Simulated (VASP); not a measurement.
# AlAs (F-43m) in VASP: further runs, part 2 of 2

VASP 6.6.1. Earlier steps stand in the parts before.

## Step 3: Single point, PBE

Contents of INCAR:

```
PREC = Accurate
ENCUT = 500
EDIFF = 1E-6
ISMEAR = 0
SIGMA = 0.1
LREAL = False
LASPH = True
NELM = 120
ALGO = Normal
ISIF = 2
LWAVE = False
LCHARG = False
GGA = PE
NELECT = 9.0
NBANDS = 11
GGA_COMPAT = False
```

Contents of KPOINTS:

```
Automatic mesh
0
Gamma
  4 4 4
```

Contents of POSCAR:

```
AlAs
1.0
    0.0000000000      2.8379008005      2.8379008005
    2.8379008005      0.0000000000      2.8379008005
    2.8379008005      2.8379008005      0.0000000000
Al As
1 1
Direct
    0.0000000000      0.0000000000      0.0000000000
    0.7500000000      0.7500000000      0.7500000000
```

Potentials or basis: VASP PAW PBE potentials, release 64 (Al, As).

The run is started by

```console
cat potpaw_PBE.64/Al/POTCAR potpaw_PBE.64/As/POTCAR > POTCAR
mpirun -np 1 vasp_std > vasp.out
```

OUTCAR:

```text
PREC = Accurate
   ENCUT = 500
   EDIFF = 1E-6
   ISMEAR = 0
   LREAL = False
   LASPH = True
   NELM = 120
   ISIF = 2
   GGA = PE
   NELECT = 9.0

 ion  position               nearest neighbor table
   1  0.000  0.000  0.000-   2 2.46   2 2.46   2 2.46   2 2.46
   2  0.750  0.750  0.750-   1 2.46   1 2.46   1 2.46   1 2.46

  LATTYP: Found a face centered cubic cell.
 ALAT       =     5.6758016010

  Lattice vectors:

 A1 = (   0.0000000000,   2.8379008005,   2.8379008005)
[... 280 lines left out ...]
------------------------ aborting loop because EDIFF is reached ----------------------------------------

  FORCE on cell =-STRESS in cart. coord.  units (eV):
  Direction    XX          YY          ZZ          XY          YZ          ZX
  --------------------------------------------------------------------------------------
  -------------------------------------------------------------------------------------
  Total        9.7575560      9.7575560      9.7575560     -0.0000000      0.0000000      0.0000000
  in kB      342.0030720    342.0030720    342.0030720     -0.0000000      0.0000000      0.0000000
  external PRESSURE =     342.0030720 kB  Pullay stress =       0.0000000 kB

 VOLUME and BASIS-vectors are now :
 -----------------------------------------------------------------------------
  energy-cutoff  :      500.00
  volume of cell :       45.71
      direct lattice vectors                 reciprocal lattice vectors
     0.000000000  2.837900800  2.837900800    -0.176186567  0.176186567  0.176186567
     2.837900800  0.000000000  2.837900800     0.176186567 -0.176186567  0.176186567
     2.837900800  2.837900800  0.000000000     0.176186567  0.176186567 -0.176186567

 POSITION                                       TOTAL-FORCE (eV/Angst)
 -----------------------------------------------------------------------------------
      0.00000      0.00000      0.00000         0.000000      0.000000      0.000000
      4.25685      4.25685      4.25685        -0.000000     -0.000000     -0.000000
 -----------------------------------------------------------------------------------
    total drift:                                0.000000      0.000000      0.000000

  FREE ENERGIE OF THE ION-ELECTRON SYSTEM (eV)
  ---------------------------------------------------
  free  energy   TOTEN  =        -3.3838275275 eV

  energy  without entropy=       -3.3584289330  energy(sigma->0) =       -3.37112823
```

OSZICAR:

```text
N       E                     dE             d eps       ncg     rms          rms(c)
DAV:   1     0.226034524412E+02    0.22603E+02   -0.30725E+03   176   0.567E+02
DAV:   2    -0.237510330219E+01   -0.24979E+02   -0.23147E+02   230   0.973E+01
DAV:   3    -0.358202158171E+01   -0.12069E+01   -0.12022E+01   225   0.209E+01
DAV:   4    -0.359333569260E+01   -0.11314E-01   -0.11312E-01   200   0.234E+00
DAV:   5    -0.359353487922E+01   -0.19919E-03   -0.19918E-03   209   0.322E-01    0.418E+00
DAV:   6    -0.341362441925E+01    0.17991E+00   -0.84268E-01   194   0.367E+00    0.203E+00
DAV:   7    -0.338802303429E+01    0.25601E-01   -0.82255E-02   197   0.138E+00    0.868E-01
DAV:   8    -0.338402605266E+01    0.39970E-02   -0.61289E-03   206   0.465E-01    0.191E-01
DAV:   9    -0.338381658285E+01    0.20947E-03   -0.53360E-04   205   0.118E-01    0.668E-02
DAV:  10    -0.338383597922E+01   -0.19396E-04   -0.17840E-04   203   0.664E-02    0.141E-02
DAV:  11    -0.338382768160E+01    0.82976E-05   -0.21311E-05   194   0.205E-02    0.721E-03
DAV:  12    -0.338382961639E+01   -0.19348E-05   -0.19312E-05   200   0.191E-02    0.738E-03
DAV:  13    -0.338382737668E+01    0.22397E-05   -0.72843E-06   191   0.113E-02    0.106E-03
DAV:  14    -0.338382752749E+01   -0.15081E-06   -0.19937E-07    91   0.302E-03
   1 F= -.33838275E+01 E0= -.33711282E+01  d E =-.253986E-01
```

stdout:

```text
POSCAR found type information on POSCAR AlAs
 POSCAR found :  2 types and       2 ions
 scaLAPACK will be used
 LDA part: xc-table for (Slater+PW92), standard interpolation
 POSCAR, INCAR and KPOINTS ok, starting setup
 FFT: planning ... GRIDC
 FFT: planning ... GRID_SOFT
 FFT: planning ... GRID
 WAVECAR not read
 entering main loop
 the old and the new charge density differ
 old charge density:     8.00000 new    9.00000
    0.418E+00
```

Wall time 7.6 s (1 thread of Intel Xeon Platinum 8559C (Emerald Rapids), shared host); peak memory 0.16 GiB.

Results:

```
Free energy : -3.3838 eV
```

Levels at points of the mesh, in eV from the Fermi level:
| k point | band 2 | band 3 | band 4 | band 5 | band 6 | band 7 |
| --- | --- | --- | --- | --- | --- | --- |
| (0.00, 0.00, 0.00) | -2.37 | -2.37 | -2.37 | -0.50 | 1.84 | 1.84 |
| (0.50, 0.00, 0.00) | -8.00 | -3.19 | -3.19 | -0.39 | 2.17 | 2.17 |
| (0.50, 0.50, 0.00) | -7.81 | -4.57 | -4.57 | -1.23 | -0.30 | 7.83 |

Caveat: the k points lie up to 0.48 Å⁻¹ apart; the cell carries a net charge on a neutralising background, which shifts energy and pressure; the cell is charged against a uniform background, so pressure and absolute levels hang on convention.

## Step 4: Single point, PBE

Contents of INCAR:

```
  ALGO = Normal
  EDIFF = 1E-6
  ENCUT = 500
  GGA = PE
  GGA_COMPAT = False
  ISIF = 2
  ISMEAR = 1
  LASPH = True
  LCHARG = False
  LREAL = False
  LWAVE = False
  NBANDS = 11
  NELM = 120
  PREC = Accurate
  SIGMA = 0.14
```

Contents of KPOINTS:

```
k-points
0
Gamma
  4 4 4
```

POSCAR is that of step 3.

The run is started by

```console
cat potpaw_PBE.64/Al/POTCAR potpaw_PBE.64/As/POTCAR > POTCAR
mpirun -np 1 vasp_std > vasp.out
```

It took 4.7 s on 1 thread of Intel Xeon Platinum 8559C (Emerald Rapids), shared host; peak memory 0.16 GiB.

The run converged. Its results:

| Quantity | Value |
| --- | --- |
| Free energy | -9.2636 eV |
| Pressure | 2.4 GPa |
| Band gap on the k mesh | 1.42 eV, indirect (least direct gap 1.99 eV) |

Levels at points of the mesh, in eV from the valence-band top:
| k point | band 1 | band 2 | band 3 | band 4 | band 5 | band 6 | band 7 | band 8 | band 9 |
| --- | --- | --- | --- | --- | --- | --- | --- | --- | --- |
| (0.00, 0.00, 0.00) | -11.82 | 0.00 | 0.00 | 0.00 | 1.99 | 4.25 | 4.25 | 4.25 | 8.81 |
| (0.50, 0.00, 0.00) | -10.41 | -5.55 | -0.82 | -0.82 | 2.10 | 4.65 | 4.65 | 7.72 | 11.13 |
| (0.50, 0.50, 0.00) | -9.86 | -5.42 | -2.17 | -2.17 | 1.42 | 2.27 | 10.26 | 10.26 | 11.70 |

Caveat: the k points lie up to 0.48 Å⁻¹ apart. Expect the measured gap to be larger: semilocal functionals such as PBE lack the derivative discontinuity.
